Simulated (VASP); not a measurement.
A run of VASP 6.6.1:

Contents of INCAR:

```
PREC = Accurate
ENCUT = 520
EDIFF = 1E-7
ISMEAR = -1
SIGMA = 0.1
LREAL = F
LASPH = T
NELM = 80
ALGO = Normal
ISIF = 2
LWAVE = F
LCHARG = F
GGA = PS
NBANDS = 14
```

File KPOINTS:

```
Automatic mesh
0
Gamma
  9 9 13
```

Contents of POSCAR:

```
Sb
1.0
    5.3457521682      0.0000000000      0.0000000000
   -2.6728760841      4.6295571800      0.0000000000
    0.0000000000      0.0000000000      3.1906315510
Sb
3
Direct
    1.0000000000      0.0000000000      0.0000000000
    0.3333333333      0.6666666667      0.5000000000
    0.6666666667      0.3333333333      0.5000000000
```

Potentials or basis: VASP PAW PBE potentials, release 64 (Sb).

The run is started by

```console
$ cat potpaw_PBE.64/Sb/POTCAR > POTCAR
$ mpirun -np 1 vasp_std > vasp.out
```

Hardware: 1 thread of Intel Xeon 8259CL (shared host).

Estimate the wall time of this run.

Wall time 82 s on 1 thread of Intel Xeon 8259CL, with other jobs on the host, peak memory 0.23 GiB. Counts: scf iterations 12, k points 84.
